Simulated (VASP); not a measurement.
# Ru in VASP: notebook, part 2 of 2

VASP 6.6.1. The steps go on from the part before.

## Step 4: Single point, PBE

The input, INCAR:

```
SYSTEM = Ru
PREC = Accurate
ENCUT = 520
EDIFF = 1E-6
ISMEAR = 0
SIGMA = 0.05
LREAL = .False.
LASPH = .True.
NELM = 100
ALGO = Fast
ISIF = 2
LWAVE = .False.
LCHARG = .True.
GGA = PE
LELF = .True.
LVHAR = .True.
NBANDS = 21
```

The input, KPOINTS:

```
Automatic mesh
0
Gamma
  15 15 8
  0 0 0
```

The input, POSCAR:

```
Ru
1.0
    2.7058000000      0.0000000000      0.0000000000
   -1.3529000000      2.3432915376      0.0000000000
    0.0000000000      0.0000000000      4.2819000000
Ru
2
Direct
    0.2924847991      0.6558948066      0.2529127557
    0.6666666667      0.3333333333      0.7500000000
```

Potentials or basis: VASP PAW PBE potentials, release 64 (Ru_pv).

The run is started by

```console
$ cat potpaw_PBE.64/Ru_pv/POTCAR > POTCAR
$ mpirun -np 1 vasp_std > vasp.out
```

OUTCAR:

```text
SYSTEM = Ru
   PREC = Accurate
   ENCUT = 520
   EDIFF = 1E-6
   ISMEAR = 0
   LREAL = .False.
   LASPH = .True.
   NELM = 100
   ISIF = 2
   GGA = PE

 ion  position               nearest neighbor table
   1  0.292  0.656  0.253-   2 2.58   2 2.61   2 2.66   2 2.68   2 2.68   2 2.70
   2  0.667  0.333  0.750-   1 2.58   1 2.61   1 2.66   1 2.68   1 2.68   1 2.70

  LATTYP: Found a hexagonal cell.
 ALAT       =     2.7058000000
 C/A-ratio  =     1.5824894671

  Lattice vectors:

 A1 = (   2.7058000000,   0.0000000000,   0.0000000000)
 A2 = (  -1.3529000000,   2.3432915376,   0.0000000000)
 A3 = (   0.0000000000,   0.0000000000,   4.2819000000)

Analysis of symmetry for initial positions (statically):
=====================================================================
 Subroutine PRICEL returns:
 Original cell was already a primitive cell.

 Routine SETGRP: Setting up the symmetry group for a
 hexagonal supercell.

 Subroutine GETGRP returns: Found  2 space group operations
 (whereof  1 operations were pure point group operations)
 out of a pool of 24 trial point group operations.

[... 156 lines left out ...]

 Free energy of the ion-electron system (eV)
  ---------------------------------------------------
  ext. energy  EPLUGINS =         0.00000000
  ---------------------------------------------------
  free energy    TOTEN  =       -18.43456675 eV

  energy without entropy =      -18.43282656  energy(sigma->0) =      -18.43369666

 E-fermi :  12.8593     XC(G=0): -14.1196

 val. band max:       12.8584412774   @ k =  -0.2000   0.3333   0.0000
 cond. band min:      12.8616835069   @ k =   0.2667   0.0000   0.2500
 fundamental gap:      0.0032422294
 Fermi energy:        12.8593483863

 k-point     1 :       0.0000    0.0000    0.0000
  band No.  band energies     occupation
      1     -30.8090      2.00000
      2     -29.8976      2.00000
      3     -29.8433      2.00000
      4     -29.7178      2.00000
      5     -29.6869      2.00000
      6     -29.6519      2.00000
[... 565 lines left out ...]
     20      23.2682      0.00000
     21      23.2874      0.00000

 [... further k-points ...]
[... 5 lines left out ...]
  --------------------------------------------------------------------------------------
  -------------------------------------------------------------------------------------
  Total        0.8490364      0.7274385      0.8825232      0.3224461     -0.0087353     -0.0298592
  in kB       50.1046882     42.9287579     52.0808658     19.0287009     -0.5155004     -1.7620974
  external PRESSURE =      48.3714373 kB  Pullay stress =       0.0000000 kB

 VOLUME and BASIS-vectors are now :
 -----------------------------------------------------------------------------
  energy-cutoff  :      520.00
  volume of cell :       27.15
      direct lattice vectors                 reciprocal lattice vectors
     2.705800000  0.000000000  0.000000000     0.369576465  0.213375072  0.000000000
    -1.352900000  2.343291538  0.000000000     0.000000000  0.426750144  0.000000000
     0.000000000  0.000000000  4.281900000     0.000000000  0.000000000  0.233541185

 POSITION                                       TOTAL-FORCE (eV/Angst)
 -----------------------------------------------------------------------------------
     -0.09595      1.53695      1.08295         0.669417      0.161981     -0.164786
      1.35290      0.78110      3.21143        -0.669417     -0.161981      0.164786
 -----------------------------------------------------------------------------------
    total drift:                               -0.000005      0.000003     -0.000048

  FREE ENERGIE OF THE ION-ELECTRON SYSTEM (eV)
  ---------------------------------------------------
  free  energy   TOTEN  =       -18.4345667545 eV

  energy  without entropy=      -18.4328265618  energy(sigma->0) =      -18.43369666
```

OSZICAR:

```text
N       E                     dE             d eps       ncg     rms          rms(c)
DAV:   1     0.288348441275E+03    0.28835E+03   -0.17563E+04 37962   0.148E+03
DAV:   2    -0.139143786760E+02   -0.30226E+03   -0.29287E+03 38790   0.446E+02
DAV:   3    -0.197265865620E+02   -0.58122E+01   -0.57771E+01 44327   0.692E+01
DAV:   4    -0.197695933079E+02   -0.43007E-01   -0.42949E-01 47530   0.571E+00
DAV:   5    -0.197701432393E+02   -0.54993E-03   -0.54610E-03 43007   0.586E-01    0.178E+01
RMM:   6    -0.185225470065E+02    0.12476E+01   -0.27113E+00 38603   0.138E+01    0.484E+00
RMM:   7    -0.184415757133E+02    0.80971E-01   -0.35155E-01 41445   0.449E+00    0.103E+00
RMM:   8    -0.184348988675E+02    0.66768E-02   -0.20941E-02 42926   0.136E+00    0.409E-01
RMM:   9    -0.184345527783E+02    0.34609E-03   -0.21641E-03 43163   0.420E-01    0.692E-02
RMM:  10    -0.184345707746E+02   -0.17996E-04   -0.31732E-04 44191   0.166E-01    0.190E-02
RMM:  11    -0.184345686624E+02    0.21122E-05   -0.50785E-05 46256   0.479E-02    0.480E-03
RMM:  12    -0.184345665010E+02    0.21614E-05   -0.96122E-06 42507   0.194E-02    0.212E-03
RMM:  13    -0.184345667545E+02   -0.25353E-06   -0.10058E-06 31732   0.737E-03
   1 F= -.18434567E+02 E0= -.18433697E+02  d E =-.174019E-02
```

It took 5.1 min on 1 thread of Intel Xeon Platinum 8259CL at 2.50GHz (Skylake/Cascade Lake), shared host; peak memory 0.47 GiB.

Results:

```yaml
Free_energy: -18.4346 eV
Pressure: 4.8 GPa
Largest_force: 0.708 eV/Å
Band_gap_on_the_k_mesh: zero (band 14 reaches 14.40 eV, above the bottom of band 15 at 11.37 eV)
```

Forces on the atoms (eV/Å):
```
Ru   0.669  0.162 -0.165
Ru  -0.669 -0.162  0.165
```

Levels at points of the mesh, in eV from the Fermi level:
| k point | band 12 | band 13 | band 14 | band 15 | band 16 | band 17 |
| --- | --- | --- | --- | --- | --- | --- |
| (0.00, 0.00, 0.00) | -2.02 | -1.77 | -1.66 | -1.09 | 0.82 | 1.28 |
| (0.00, 0.00, 0.50) | -2.75 | -2.68 | -2.63 | 0.38 | 0.44 | 0.61 |
